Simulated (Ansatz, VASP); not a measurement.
**One calculation of GaP, two programs**

The input INCAR:

```
SYSTEM = GaP
PREC = Accurate
ENCUT = 500
EDIFF = 1E-6
ISMEAR = 0
SIGMA = 0.02
LREAL = .False.
LASPH = .True.
NELM = 120
ALGO = Normal
ISIF = 2
LWAVE = .False.
LCHARG = .False.
GGA = PE
NBANDS = 16
GGA_COMPAT = .False.
```

Contents of KPOINTS:

```
Automatic mesh
0
Gamma
  8 8 8
  0 0 0
```

The input POSCAR:

```
GaP
1.0
    0.0000000000      2.7251763964      2.7251763964
    2.7251763964      0.0000000000      2.7251763964
    2.7251763964      2.7251763964      0.0000000000
Ga P
1 1
Direct
    0.0000000000      0.0000000000      0.0000000000
    0.2500000000      0.2500000000      0.2500000000
```

Input for Ansatz:

```yaml
crystal:
  lattice:
    - [0.0, 2.7251763964, 2.7251763964]
    - [2.7251763964, 0.0, 2.7251763964]
    - [2.7251763964, 2.7251763964, 0.0]
  atoms:
    - { symbol: Ga, position: [0.0, 0.0, 0.0] }
    - { symbol: P, position: [0.25, 0.25, 0.25] }
basis:
  ecutwfc: 600.0
kpoints:
  mp_grid: { grid: [8, 8, 8] }
hamiltonian:
  xc: pbe
scf:
  occupations: { method: gaussian, width: 0.02 }
output:
  forces: true
  stress: true
  eigenvalues: true
```

Alike in both runs: task single point; functional PBE; k mesh 8 × 8 × 8; occupations gaussian, width 0.02 eV; no spin polarisation.

```csv
,VASP,Ansatz
version,VASP 6.6.1,Ansatz 0.2.0
potentials or method,"VASP PAW PBE potentials, release 64 (Ga_d, P), cutoff 500 eV","scalar-relativistic, plane waves, PAW"
valence electrons in the cell,18,18
```

```tsv
	VASP	Ansatz	Ansatz less VASP
gap on the k mesh at the Fermi level (eV)	1.64	1.64	+0.001
least direct gap on the mesh (eV)	1.83	1.83	+0.003
pressure (GPa)	2.4	2.5	+0.09
```

With one functional, cell and mesh, what is left measures potentials, basis and numerics.
